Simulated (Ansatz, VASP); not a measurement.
ZnO: VASP beside Ansatz

The input INCAR:

```
SYSTEM = ZnO
PREC     = Accurate       ! precision mode
ENCUT    = 520            ! plane-wave cutoff, eV
EDIFF    = 1E-7           ! SCF threshold, eV
ISMEAR   = 0              ! smearing method
SIGMA    = 0.05           ! smearing width, eV
LREAL    = .False.        ! projectors in reciprocal space
LASPH    = .True.         ! aspherical terms in the spheres
NELM     = 80             ! most SCF steps
ALGO     = Normal         ! electronic algorithm
ISIF     = 2              ! what is computed and relaxed
LWAVE    = .False.        ! write WAVECAR
LCHARG   = .True.         ! write CHGCAR
GGA      = PS             ! functional
LELF     = .True.         ! ELF
LVHAR    = .True.       
NBANDS   = 26             ! bands
```

Contents of KPOINTS:

```
Automatic mesh
0
Gamma
  9 9 6
  0 0 0
```

File POSCAR:

```
ZnO
1.0
    3.1491219313      0.0000000000      0.0000000000
   -1.5745609656      2.7272195921      0.0000000000
    0.0000000000      0.0000000000      5.4898642628
Zn O
2 2
Direct
    0.3333333333      0.6666666667      0.0015754469
    0.6666666667      0.3333333333      0.5015754469
    0.3333333333      0.6666666667      0.3352736727
    0.6666666667      0.3333333333      0.8352736727
```

Input for Ansatz:

```yaml
crystal:
  lattice:
    - [3.1491219313, 0.0, 0.0]
    - [-1.5745609656, 2.7272195921, 0.0]
    - [0.0, 0.0, 5.4898642628]
  atoms:
    - { symbol: Zn, position: [0.3333333333, 0.6666666667, 0.0015754469] }
    - { symbol: Zn, position: [0.6666666667, 0.3333333333, 0.5015754469] }
    - { symbol: O, position: [0.3333333333, 0.6666666667, 0.3352736727] }
    - { symbol: O, position: [0.6666666667, 0.3333333333, 0.8352736727] }
basis:
  ecutwfc: 520.0
kpoints:
  mp_grid: { grid: [9, 9, 6] }
hamiltonian:
  xc: pbesol
  pseudopotentials: { kind: paw, azcp: { folder: soft_1 } }
scf:
  occupations: { method: gaussian, width: 0.05 }
output:
  forces: true
  stress: true
  eigenvalues: true
```

Alike in both runs: task single point; functional PBEsol; k mesh 9 × 9 × 6; occupations gaussian, width 0.05 eV; no spin polarisation.

```csv
,VASP,Ansatz
version,VASP 6.6.1,Ansatz 0.2.0
potentials or method,"VASP PAW PBE potentials, release 64 (Zn, O), cutoff 520 eV","scalar-relativistic, plane waves, PAW"
valence electrons in the cell,36,36
```

Ansatz gave:

| Property | Result |
| --- | --- |
| gap on the k mesh at the Fermi level (eV) | 0.72 |
| least direct gap on the mesh (eV) | 0.72 |
| pressure (GPa) | 0.0 |
| traceless stress, the component that is largest in VASP (GPa) | 5.09 |
| rms of the force components (eV/Å) | 0.922 |

**Question.** Which values does VASP return?

**Answer.** gap on the k mesh at the Fermi level (eV): 0.71; least direct gap on the mesh (eV): 0.71; pressure (GPa): 0.9; traceless stress, the component that is largest in VASP (GPa): 5.76; rms of the force components (eV/Å): 0.952.

VASP's potentials were made for PBE, not for PBEsol, and Ansatz warns of the same on its side. Atom by atom the forces differ by 0.030 eV/Å (rms over components).
